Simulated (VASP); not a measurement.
# C (R-3m) in VASP: further runs, part 2 of 2

VASP 6.6.1. The steps go on from the part before.

## Step 4: Elastic constants, LDA

This run uses another cell than the first one, of 8.55 Å³/atom, 1.020 times its volume.

The input, INCAR:

```
SYSTEM = C
PREC = Accurate
ENCUT = 600
EDIFF = 1E-8
ISMEAR = 0
SIGMA = 0.01
LREAL = .FALSE.
LASPH = .TRUE.
NELM = 100
ALGO = Normal
ISIF = 3
LWAVE = .FALSE.
LCHARG = .FALSE.
GGA = CA
IBRION = 6
NFREE = 2
POTIM = 0.015
NSW = 1
```

The input, KPOINTS:

```
Automatic mesh
0
G
  12 12 12
  0 0 0
```

The input, POSCAR:

```
C
1.0
    1.2225045439      0.7058133275      3.3039531166
   -1.2225045439      0.7058133275      3.3039531166
    0.0000000000     -1.4116266550      3.3039531166
C
2
Direct
    0.8334286081      0.8334286081      0.8334286081
    0.1665713919      0.1665713919      0.1665713919
```

Potentials or basis: VASP PAW LDA potentials, release 64 (C).

Command:

```bash
cat potpaw_LDA.64/C/POTCAR > POTCAR
mpirun -np 1 vasp_std > vasp.out
```

OUTCAR:

```text
SYSTEM = C
   PREC = Accurate
   ENCUT = 600
   EDIFF = 1E-8
   ISMEAR = 0
   LREAL = .FALSE.
   LASPH = .TRUE.
   NELM = 100
   ISIF = 3
   GGA = CA
   IBRION = 6
   NFREE = 2
   POTIM = 0.015
   NSW = 1

 ion  position               nearest neighbor table
   1  0.833  0.833  0.833-   2 1.41   2 1.41   2 1.41
   2  0.167  0.167  0.167-   1 1.41   1 1.41   1 1.41

  LATTYP: Found a trigonal (rhomboedric) cell.
 ALAT       =     3.5928812964
 COS(alpha) =     0.7684497673

  Lattice vectors:

 A1 = (   1.2225045439,   0.7058133275,   3.3039531166)
 A2 = (  -1.2225045439,   0.7058133275,   3.3039531166)
 A3 = (   0.0000000000,  -1.4116266550,   3.3039531166)

Analysis of symmetry for initial positions (statically):
=====================================================================
 Subroutine PRICEL returns:
 Original cell was already a primitive cell.

 Routine SETGRP: Setting up the symmetry group for a
 trigonal (rhombohedral) supercell.

 Subroutine GETGRP returns: Found 12 space group operations
 (whereof 12 operations were pure point group operations)
 out of a pool of 12 trial point group operations.

The static configuration has the point symmetry D_3d.

Analysis of symmetry for dynamics (positions and initial velocities):
=====================================================================
 Subroutine PRICEL returns:
 Original cell was already a primitive cell.

 Routine SETGRP: Setting up the symmetry group for a
[... 655 lines left out ...]

 INTERNAL STRAIN TENSOR FOR ION    1 for displacements in x,y,z  (eV/Angst):
          X           Y           Z          XY          YZ          ZX
  --------------------------------------------------------------------------------
  x     0.00000     0.00000     0.00000   -13.36945     0.00000    -0.06421
  y   -13.41449    13.47034     0.00000    -0.00047    -0.06396    -0.00028
  z     0.06194     0.06168    -0.29450     0.00000     0.00147     0.00001

 INTERNAL STRAIN TENSORS FROM DISPLACED ATOMS
 ============================================

 INTERNAL STRAIN TENSOR FOR ION    1 for displacements in x,y,z  (eV/Angst):
          X           Y           Z          XY          YZ          ZX
  --------------------------------------------------------------------------------
  x     0.00000     0.00000     0.00000   -13.38429     0.00000    -0.06604
  y   -13.38429    13.38429    -0.00000     0.00000    -0.06604    -0.00000
  z     0.06013     0.06013    -0.29179     0.00000    -0.00000     0.00000

 INTERNAL STRAIN TENSOR FOR ION    2 for displacements in x,y,z  (eV/Angst):
          X           Y           Z          XY          YZ          ZX
  --------------------------------------------------------------------------------
  x     0.00000     0.00000     0.00000    13.38429     0.00000     0.06604
  y    13.38429   -13.38429     0.00000     0.00000     0.06604     0.00000
  z    -0.06013    -0.06013     0.29179     0.00000     0.00000     0.00000

 Eigenvectors and eigenvalues of the dynamical matrix
 ----------------------------------------------------

   1 f  =   47.991543 THz   301.539757 2PiTHz 1600.825560 cm-1   198.476984 meV
             X         Y         Z           dx          dy          dz
      0.000000  0.000000  8.260827    -0.707107    0.000006   -0.000000
      0.000000  0.000000  1.651032     0.707107   -0.000006    0.000000
[... 11 lines left out ...]
   4 f  =    0.000000 THz     0.000002 2PiTHz    0.000013 cm-1     0.000002 meV
             X         Y         Z           dx          dy          dz
      0.000000  0.000000  8.260827    -0.704856   -0.056371    0.000000
      0.000000  0.000000  1.651032    -0.704856   -0.056371    0.000000

   5 f/i=    0.000000 THz     0.000001 2PiTHz    0.000005 cm-1     0.000001 meV
             X         Y         Z           dx          dy          dz
      0.000000  0.000000  8.260827     0.000000   -0.000000   -0.707107
      0.000000  0.000000  1.651032    -0.000000    0.000000   -0.707107

   6 f/i=    0.000001 THz     0.000006 2PiTHz    0.000031 cm-1     0.000004 meV
             X         Y         Z           dx          dy          dz
      0.000000  0.000000  8.260827    -0.056371    0.704856   -0.000000
      0.000000  0.000000  1.651032    -0.056371    0.704856    0.000000

--------------------------------------------------------------------------------------------------------

 ELASTIC MODULI CONTR FROM IONIC RELAXATION (kBar)
 Direction    XX          YY          ZZ          XY          YZ          ZX
 --------------------------------------------------------------------------------
 XX        -296.5021    296.4627      0.0957      0.0000     -1.4628      0.0000
 YY         296.4627   -296.5021      0.0957     -0.0000      1.4628     -0.0000
 ZZ           0.0957      0.0957     -0.4644      0.0000      0.0000      0.0000
 XY           0.0000     -0.0000      0.0000   -296.4824      0.0000     -1.4628
 YZ          -1.4628      1.4628      0.0000      0.0000     -0.0072      0.0000
 ZX           0.0000     -0.0000      0.0000     -1.4628      0.0000     -0.0072
 --------------------------------------------------------------------------------

 TOTAL ELASTIC MODULI (kBar)
 Direction    XX          YY          ZZ          XY          YZ          ZX
 --------------------------------------------------------------------------------
 XX       11012.3473   2102.4001    -46.1944      0.0000     21.2127      0.0000
 YY        2102.4001  11012.3473    -46.1944     -0.0000    -21.2127     -0.0000
 ZZ         -46.1944    -46.1944    328.2289      0.0000     -0.0000      0.0000
 XY           0.0000     -0.0000      0.0000   4454.9736      0.0000     21.2127
 YZ          21.2127    -21.2127     -0.0000      0.0000     51.4634      0.0000
 ZX           0.0000     -0.0000      0.0000     21.2127      0.0000     51.4632
 --------------------------------------------------------------------------------
```

stdout:

```text
POSCAR found type information on POSCAR C
 POSCAR found :  1 types and       2 ions
 scaLAPACK will be used
 LDA part: xc-table for (Slater(with rela. corr.)+CA(PZ))
 , standard interpolation
 POSCAR, INCAR and KPOINTS ok, starting setup
 FFT: planning ... GRIDC
 FFT: planning ... GRID_SOFT
 FFT: planning ... GRID
 WAVECAR not read
 entering main loop
 Found     2 degrees of freedom:
 Adding 6 more for cell shape distortion
 Finite differences POTIM= 0.01500 DOF=   8
 bond charge predicted
 Finite differences progress:
 bond charge predicted
 Finite differences progress:
 bond charge predicted
 Finite differences progress:
 bond charge predicted
 Finite differences progress:
 bond charge predicted
 Finite differences progress:
 bond charge predicted
 Finite differences progress:
 bond charge predicted
 Finite differences progress:
 bond charge predicted
 Finite differences progress:
 bond charge predicted
 Finite differences progress:
 bond charge predicted
 Finite differences progress:
 bond charge predicted
 Finite differences progress:
 bond charge predicted
 Finite differences progress:
 bond charge predicted
 Finite differences progress:
 bond charge predicted
 Finite differences progress:
 bond charge predicted
 Finite differences progress:
 bond charge predicted
 Finite differences progress:
```

Wall time 17 min (1 thread of AMD EPYC 7R13 (Zen 3), shared host); peak memory 0.34 GiB.

Results:

```
Voigt bulk modulus            : 293 GPa
Highest phonon frequency at Γ : 1601 cm⁻¹
```

Phonon frequencies in cm⁻¹ (negative: imaginary):
```csv
q point,frequencies
"(0.000, 0.000, 0.000)",0 0 0 882 1601 1601
```

Elastic tensor in Voigt notation (GPa, in the Cartesian axes of the cell as first typed):
```
1101  210   -5    2    0    0
 210 1101   -5   -2    0    0
  -5   -5   33    0    0    0
   2   -2    0    5    0    0
   0    0    0    0    5    2
   0    0    0    0    2  445
```

Clamped-ion elastic tensor (GPa):
```
1131  181   -5    2    0    0
 181 1131   -5   -2    0    0
  -5   -5   33    0    0    0
   2   -2    0    5    0    0
   0    0    0    0    5    2
   0    0    0    0    2  475
```
